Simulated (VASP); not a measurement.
# RbCl (Fm-3m) in VASP: settings compared

RbCl is run at these levels: revPBE+D3(BJ), RPBE; tasks: single point.

All numbers are computed with VASP 6.6.1; they aren't measurements. Logs are shortened: lines on timing, memory, paths and dates and some standing lists are left out, and cuts for length are marked.

### 1 The cell of the first run

Symmetry: Fm-3m, No. 225, cubic system. Conventional cell: a = 6.660 Å, b = 6.660 Å, c = 6.660 Å, α = 90.00°, β = 90.00°, γ = 90.00°. Within 4.4 Å of Rb (site symmetry m-3m) lie 6 Cl at 3.33 Å. Within 4.4 Å of Cl (site symmetry m-3m) lie 6 Rb at 3.33 Å.

### 2 Single point, revPBE+D3(BJ)

Input file INCAR:

```
PREC     = Accurate       # precision mode
ENCUT    = 500            # plane-wave cutoff, eV
EDIFF    = 1E-6           # SCF threshold, eV
ISMEAR   = 0              # smearing method
SIGMA    = 0.01           # smearing width, eV
LREAL    = F              # projectors in reciprocal space
LASPH    = T              # aspherical terms in the spheres
NELM     = 120            # most SCF steps
ALGO     = Normal         # electronic algorithm
ISIF     = 2              # what is computed and relaxed
LWAVE    = F              # write WAVECAR
LCHARG   = F              # write CHGCAR
GGA      = RE             # functional
IVDW     = 12             # dispersion correction
NBANDS   = 15             # bands
GGA_COMPAT= F
```

Input file KPOINTS:

```
regular mesh
0
Gamma
  6 6 6
```

Input file POSCAR:

```
RbCl
1.0
    0.0000000000      3.3299866258      3.3299866258
    3.3299866258      0.0000000000      3.3299866258
    3.3299866258      3.3299866258      0.0000000000
Rb Cl
1 1
Direct
    0.0000000000      0.0000000000      0.0000000000
    0.5000000000      0.5000000000      0.5000000000
```

Potentials or basis: VASP PAW PBE potentials, release 64 (Rb_sv, Cl).

Run with:

```
$ cat potpaw_PBE.64/Rb_sv/POTCAR potpaw_PBE.64/Cl/POTCAR > POTCAR
$ mpirun -np 1 vasp_std > vasp.out
```

OUTCAR:

```text
PREC = Accurate
   ENCUT = 500
   EDIFF = 1E-6
   ISMEAR = 0
   LREAL = F
   LASPH = T
   NELM = 120
   ISIF = 2
   GGA = RE
   IVDW = 12
 IVDW          = 12

 ion  position               nearest neighbor table
   1  0.000  0.000  0.000-   2 3.33   2 3.33   2 3.33   2 3.33   2 3.33   2 3.33
   2  0.500  0.500  0.500-   1 3.33   1 3.33   1 3.33   1 3.33   1 3.33   1 3.33

  LATTYP: Found a face centered cubic cell.
 ALAT       =     6.6599732516

  Lattice vectors:

 A1 = (   0.0000000000,   3.3299866258,   3.3299866258)
 A2 = (   3.3299866258,   0.0000000000,   3.3299866258)
 A3 = (   3.3299866258,   3.3299866258,   0.0000000000)

Analysis of symmetry for initial positions (statically):
=====================================================================
 Subroutine PRICEL returns:
 Original cell was already a primitive cell.

 Routine SETGRP: Setting up the symmetry group for a
 face centered cubic supercell.

 Subroutine GETGRP returns: Found 48 space group operations
 (whereof 48 operations were pure point group operations)
 out of a pool of 48 trial point group operations.

The static configuration has the point symmetry O_h .

Analysis of symmetry for dynamics (positions and initial velocities):
=====================================================================
 Subroutine PRICEL returns:
 Original cell was already a primitive cell.

 Routine SETGRP: Setting up the symmetry group for a
 face centered cubic supercell.

 Subroutine GETGRP returns: Found 48 space group operations
 (whereof 48 operations were pure point group operations)
 out of a pool of 48 trial point group operations.

The dynamic configuration has the point symmetry O_h .

 Subroutine INISYM returns: Found 48 space group operations
 (whereof 48 operations are pure point group operations),
 and found     1 'primitive' translations

----------------------------------------------------------------------------------------

                                     Primitive cell

  volume of cell :      73.8512

  direct lattice vectors                    reciprocal lattice vectors
     0.000000000  3.329986626  3.329986626    -0.150150753  0.150150753  0.150150753
     3.329986626  0.000000000  3.329986626     0.150150753 -0.150150753  0.150150753
     3.329986626  3.329986626  0.000000000     0.150150753  0.150150753 -0.150150753

  length of vectors
     4.709312249  4.709312249  4.709312249     0.260068733  0.260068733  0.260068733

  position of ions in fractional coordinates (direct lattice)
     0.000000000  0.000000000  0.000000000
     0.500000000  0.500000000  0.500000000

  ion indices of the primitive-cell ions
   primitive index   ion index
                 1           1
                 2           2

----------------------------------------------------------------------------------------

 KPOINTS: regular mesh

Automatic generation of k-mesh.
 Grid dimensions read from file:
 generate k-points for:    6    6    6

 Generating k-lattice:

  Cartesian coordinates                     Fractional coordinates (reciprocal lattice)
    -0.025025126  0.025025126  0.025025126     0.166666667  0.000000000  0.000000000
     0.025025126 -0.025025126  0.025025126     0.000000000  0.166666667  0.000000000
     0.025025126  0.025025126 -0.025025126     0.000000000  0.000000000  0.166666667

  Length of vectors
     0.043344789  0.043344789  0.043344789

  Shift w.r.t. Gamma in fractional coordinates (k-lattice)
     0.000000000  0.000000000  0.000000000

 Subroutine IBZKPT returns following result:
 ===========================================

 Found     16 irreducible k-points:

 Following reciprocal coordinates:
            Coordinates               Weight
  0.000000  0.000000  0.000000      1.000000
  0.166667  0.000000  0.000000      8.000000
  0.333333  0.000000  0.000000      8.000000
  0.500000  0.000000  0.000000      4.000000
  0.166667  0.166667  0.000000      6.000000
  0.333333  0.166667  0.000000     24.000000
[... 8 lines left out ...]
 -0.333333  0.333333  0.166667     24.000000
 -0.333333  0.500000  0.166667     12.000000
   k-points           NKPTS =     16   k-points in BZ     NKDIM =     16   number of bands    NBANDS=     15
   number of dos      NEDOS =    301   number of ions     NIONS =      2
   total plane-waves  NPLWV =  46656
   dimension x,y,z NGX =    36 NGY =   36 NGZ =   36
   dimension x,y,z NGXF=    72 NGYF=   72 NGZF=   72
   ions per type =               1   1
   NGX,Y,Z   is equivalent  to a cutoff of  12.71, 12.71, 12.71 a.u.
   NGXF,Y,Z  is equivalent  to a cutoff of  25.42, 25.42, 25.42 a.u.
 SYSTEM =  unknown system
   PREC   = accura    normal or accurate (medium, high low for compatibility)
   ISTART =      0    job   : 0-new  1-cont  2-samecut
   ICHARG =      2    charge: 1-file 2-atom 10-const
   ISPIN  =      1    spin polarized calculation?
   LNONCOLLINEAR =      F non collinear calculations
   LSORBIT =      F    spin-orbit coupling
   LASPH  =      T    aspherical Exc in radial PAW
   ENCUT  =  500.0 eV  36.75 Ry    6.06 a.u.   8.59  8.59  8.59*2*pi/ulx,y,z
   NELM   =    120;   NELMIN=  2; NELMDL= -5     # of ELM steps
   EDIFF  = 0.1E-05   stopping-criterion for ELM
   LREAL  =      F    real-space projection
   EDIFFG = 0.1E-04   stopping-criterion for IOM
   NSW    =      0    number of steps for IOM
   IBRION =     -1    ionic relax: 0-MD 1-quasi-New 2-CG
   NFREE  =      0    steps in history (QN), initial steepest desc. (CG)
   ISIF   =      2    stress and relaxation
   ISYM   =      2    0-nonsym 1-usesym 2-fastsym
   POTIM  = 0.5000    time-step for ionic-motion
   TEBEG  =    0.0;   TEEND  =   0.0 temperature during run
   PSTRESS=    0.0 pullay stress
   NELECT =      16.0000    total number of electrons
   NUPDOWN=      -1.0000    fix difference up-down
   EMIN   =  10.00;   EMAX   =-10.00  energy-range for DOS
   EFERMI =   0.00;   METHOD = LEGACY
   ISMEAR =     0;   SIGMA  =   0.01  broadening in eV -4-tet -1-fermi 0-gaus
   EFERMI_NEDOS =   21; number of points for ismear=-14 and -15
   IALGO  =     38    algorithm
   IMIX   =      4    mixing-type and parameters
     AMIX     =   0.40;   BMIX     =  1.00
     AMIX_MAG =   1.60;   BMIX_MAG =  1.00
  volume/ion in A,a.u.               =      36.93       249.19
  Fermi-wavevector in a.u.,A,eV,Ry     =   0.983246  1.858066 13.153750  0.966773
  Thomas-Fermi vector in A             =   2.114390
   LORBIT       =      0    0 simple, 1 ext, 2 COOP (PROOUT), +10 PAW based schemes
   GGA     = RE    functional components
   LHFCALC =     F    Hartree Fock is set to
   AEXX    =    0.0000 exact exchange contribution
   IVDW    =    12    specifies the selected vdW correction
   LEPSILON=     F    determine dielectric tensor
   LRPA    =     F    only Hartree local field effects (RPA)
 non-spin polarized calculation
 Gauss-broadening in eV      SIGMA  =   0.01
  energy-cutoff  :      500.00
  volume of cell :       73.85
 maximum number of plane-waves:      1895
 NGX is ok and might be reduce to    36
   NGX = 17   NGY = 17   NGZ = 17

 number of electron      16.0000001 magnetization

 Free energy of the ion-electron system (eV)
  ---------------------------------------------------
  ext. energy  EPLUGINS =         0.00000000
  ---------------------------------------------------
  free energy    TOTEN  =        -6.34409742 eV

  energy without entropy =       -6.34409742  energy(sigma->0) =       -6.34409742

 E-fermi :  -1.7925     XC(G=0):  -6.8947

 val. band max:       -1.8912029706   @ k =   0.0000   0.0000   0.0000
 cond. band min:       3.3052874366   @ k =   0.0000   0.0000   0.0000
 fundamental gap:      5.1964904072
 Fermi energy:        -1.7925227939

 k-point     1 :       0.0000    0.0000    0.0000
  band No.  band energies     occupation
      1     -25.9462      2.00000
      2     -13.8550      2.00000
      3      -9.9994      2.00000
      4      -9.9994      2.00000
      5      -9.9994      2.00000
      6      -1.8912      2.00000
      7      -1.8912      2.00000
      8      -1.8912      2.00000
      9       3.3053      0.00000
     10       6.2485      0.00000
     11       6.2485      0.00000
     12       6.2485      0.00000
     13       7.1398      0.00000
     14       7.1398      0.00000
     15      10.5276      0.00000

 k-point     2 :       0.1667    0.0000    0.0000
  band No.  band energies     occupation
      1     -25.9430      2.00000
      2     -13.8682      2.00000
      3     -10.0022      2.00000
      4     -10.0022      2.00000
      5      -9.9934      2.00000
      6      -2.1160      2.00000
      7      -1.9698      2.00000
      8      -1.9698      2.00000
      9       3.8911      0.00000
     10       6.1064      0.00000
     11       6.5775      0.00000
     12       6.5775      0.00000
     13       7.5216      0.00000
     14       7.5216      0.00000
     15      11.5008      0.00000

 k-point     3 :       0.3333    0.0000    0.0000
  band No.  band energies     occupation
      1     -25.9367      2.00000
      2     -13.8944      2.00000
      3     -10.0075      2.00000
      4     -10.0075      2.00000
      5      -9.9816      2.00000
      6      -2.4950      2.00000
      7      -2.1192      2.00000
      8      -2.1192      2.00000
      9       5.1912      0.00000
     10       6.1028      0.00000
     11       7.4800      0.00000
     12       7.4800      0.00000
     13       8.5016      0.00000
     14       8.5016      0.00000
     15      10.8680      0.00000
[... 199 lines left out ...]
 k-point    15 :      -0.3333    0.3333    0.1667
  band No.  band energies     occupation
      1     -25.9307      2.00000
      2     -13.8574      2.00000
      3     -10.1140      2.00000
      4     -10.1079      2.00000
      5      -9.9913      2.00000
      6      -2.3782      2.00000
      7      -2.1377      2.00000
      8      -2.1353      2.00000
      9       6.0010      0.00000
     10       6.0530      0.00000
     11       7.6443      0.00000
     12       7.7500      0.00000
     13       9.0888      0.00000
     14       9.5999      0.00000
     15      10.0840      0.00000

 k-point    16 :      -0.3333    0.5000    0.1667
  band No.  band energies     occupation
      1     -25.9298      2.00000
      2     -13.8331      2.00000
      3     -10.1795      2.00000
      4     -10.1154      2.00000
      5     -10.0131      2.00000
      6      -2.2140      2.00000
      7      -2.1623      2.00000
      8      -2.0608      2.00000
      9       5.2455      0.00000
     10       6.8258      0.00000
     11       6.9405      0.00000
     12       7.9325      0.00000
     13       8.8906      0.00000
     14       9.7604      0.00000
     15      10.3355      0.00000

------------------------ aborting loop because EDIFF is reached ----------------------------------------

 Edisp (eV)   -0.62220

 E8    (eV) :    -0.4480

  FORCE on cell =-STRESS in cart. coord.  units (eV):
  Direction    XX          YY          ZZ          XY          YZ          ZX
  --------------------------------------------------------------------------------------
  -------------------------------------------------------------------------------------
  Total       0.01360     0.01360     0.01360     0.00000     0.00000    -0.00000
  in kB       0.29498     0.29498     0.29498     0.00000     0.00000    -0.00000
  external pressure =        0.29 kB  Pullay stress =        0.00 kB

 VOLUME and BASIS-vectors are now :
 -----------------------------------------------------------------------------
  energy-cutoff  :      500.00
  volume of cell :       73.85
      direct lattice vectors                 reciprocal lattice vectors
     0.000000000  3.329986626  3.329986626    -0.150150753  0.150150753  0.150150753
     3.329986626  0.000000000  3.329986626     0.150150753 -0.150150753  0.150150753
     3.329986626  3.329986626  0.000000000     0.150150753  0.150150753 -0.150150753

 POSITION                                       TOTAL-FORCE (eV/Angst)
 -----------------------------------------------------------------------------------
      0.00000      0.00000      0.00000         0.000000      0.000000      0.000000
      3.32999      3.32999      3.32999        -0.000000     -0.000000     -0.000000
 -----------------------------------------------------------------------------------
    total drift:                                0.000000      0.000000      0.000000

  FREE ENERGIE OF THE ION-ELECTRON SYSTEM (eV)
  ---------------------------------------------------
  free  energy   TOTEN  =        -6.9662940773 eV

  energy  without entropy=       -6.9662940773  energy(sigma->0) =       -6.96629408
```

Wall time 32 s (1 thread of Intel Xeon 8259CL, shared host); peak memory 0.21 GiB.

What came out:

* Free energy: -6.9663 eV
* Pressure: 0.0 GPa
* Band gap on the k mesh: 5.20 eV
* Dispersion energy per atom: -0.311 eV

Levels at points of the mesh, in eV from the valence-band top:
```
           k point  band 5  band 6  band 7  band 8  band 9  band 10  band 11  band 12
(0.00, 0.00, 0.00)   -8.11    0.00    0.00    0.00    5.20     8.14     8.14     8.14
(0.50, 0.00, 0.00)   -8.08   -0.77   -0.30   -0.30    7.93     8.10    10.16    10.16
(0.50, 0.50, 0.00)   -8.19   -0.31   -0.10   -0.10    6.48     8.12     9.85    10.05
```

Caveat: the PAW data sets were made with another functional, which shifts forces and pressure a little.

### 3 Single point, RPBE

This run uses another cell than the first one, of 41.19 Å³/atom.

Input file INCAR:

```
SYSTEM = RbCl
PREC = Accurate
ENCUT = 500
EDIFF = 1E-6
ISMEAR = 0
SIGMA = 0.01
LREAL = .FALSE.
LASPH = .TRUE.
NELM = 120
ALGO = Normal
ISIF = 2
LWAVE = .FALSE.
LCHARG = .FALSE.
GGA = RP
NBANDS = 15
GGA_COMPAT = .FALSE.
```

Input file KPOINTS:

```
regular mesh
0
G
  6 6 6
  0 0 0
```

Input file POSCAR:

```
RbCl
1.0
    0.0000000000      3.4536060202      3.4536060202
    3.4536060202      0.0000000000      3.4536060202
    3.4536060202      3.4536060202      0.0000000000
Rb Cl
1 1
Direct
    0.0000000000      0.0000000000      0.0000000000
    0.5000000000      0.5000000000      0.5000000000
```

Potentials or basis: VASP PAW PBE potentials, release 64 (Rb_sv, Cl).

Run with:

```
$ cat potpaw_PBE.64/Rb_sv/POTCAR potpaw_PBE.64/Cl/POTCAR > POTCAR
$ mpirun -np 1 vasp_std > vasp.out
```

Run time: 25 s. Hardware: 1 thread of Intel Xeon 8259CL, shared host; peak memory 0.2 GiB.

The run converged. Its results:

```yaml
Free_energy: -6.3831 eV
Pressure: 0.0 GPa
Band_gap_on_the_k_mesh: 4.87 eV
```

Levels at points of the mesh, in eV from the valence-band top:
```
           k point  band 5  band 6  band 7  band 8  band 9  band 10  band 11  band 12
(0.00, 0.00, 0.00)   -8.40    0.00    0.00    0.00    4.87     8.03     8.03     8.03
(0.50, 0.00, 0.00)   -8.40   -0.63   -0.22   -0.22    7.54     7.67     9.75     9.75
(0.50, 0.50, 0.00)   -8.46   -0.30   -0.10   -0.10    6.49     7.66     9.23     9.80
```

Caveat: the PAW data sets were made with another functional, which shifts forces and pressure a little.
